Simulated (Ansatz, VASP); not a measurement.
## TaGe4Pt: VASP beside Ansatz

```
CELL_PARAMETERS angstrom
4.67123 0.00000 0.00000
-2.33561 4.04540 0.00000
0.00000 0.00000 5.44484
ATOMIC_POSITIONS crystal
Ta 0.00000 0.00000 0.00000
Ge 0.33333 0.66667 0.25265
Ge 0.33333 0.66667 0.74735
Ge 0.66667 0.33333 0.74735
Ge 0.66667 0.33333 0.25265
Pt 0.00000 0.00000 0.50000
```

Alike in both runs: functional PBE; k mesh 5 × 5 × 2; occupations gaussian, width 0.2 eV; no spin polarisation.

Ansatz relaxed the structure, and its values are those at the end. VASP's run is a single point on that final structure, the one shown.

```csv
,VASP,Ansatz
version,VASP 6.6.1,Ansatz 0.2.0
potentials or method,"VASP PAW PBE potentials, release 64 (Ta_pv, Ge_d, Pt), cutoff 520 eV","scalar-relativistic, plane waves, PAW"
valence electrons in the cell,77,87
```

|  | VASP | Ansatz | Ansatz less VASP |
| --- | --- | --- | --- |
| gap on the k mesh at the Fermi level (eV) | none | none | - |
| pressure (GPa) | 0.6 | 0.5 | -0.05 |
| rms of the force components (eV/Å) | 0.006 | 0.004 | -0.0029 |

A gap of «none» marks a metal or a gap that the smearing closes. With one functional, cell and mesh, what is left measures potentials, basis and numerics. VASP's potentials hold 77 valence electrons a cell and Ansatz's 87, so a difference there can come from the potentials and not from the codes.

The k mesh is coarse, so the values compare programs but aren't converged. Spin-orbit coupling is off throughout.
